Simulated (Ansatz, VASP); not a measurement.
BAs: VASP beside Ansatz

```
CELL_PARAMETERS angstrom
0.00000 2.40963 2.40963
2.40963 0.00000 2.40963
2.40963 2.40963 0.00000
ATOMIC_POSITIONS crystal
B 0.75000 0.75000 0.75000
As 0.00000 0.00000 0.00000
```

Alike in both runs: task single point; functional LDA; k mesh 3 × 3 × 3; occupations fermi-dirac, width 0.01 eV; no spin polarisation.

|  | VASP | Ansatz |
| --- | --- | --- |
| version | VASP 6.6.1 | Ansatz 0.2.0 |
| potentials or method | VASP PAW LDA potentials, release 64 (B, As), cutoff 520 eV | all-electron LAPW, scalar-relativistic |

|  | VASP | Ansatz | Ansatz less VASP |
| --- | --- | --- | --- |
| gap on the k mesh at the Fermi level (eV) | 1.18 | 1.19 | +0.009 |
| pressure (GPa) | -4.4 | -5.1 | -0.76 |

LDA's correlation is that of Perdew and Zunger in VASP and of Perdew and Wang (1992) in Ansatz. Ansatz ran all-electron here, and VASP with PAW potentials.

The k mesh is coarse, so the values compare programs but aren't converged.
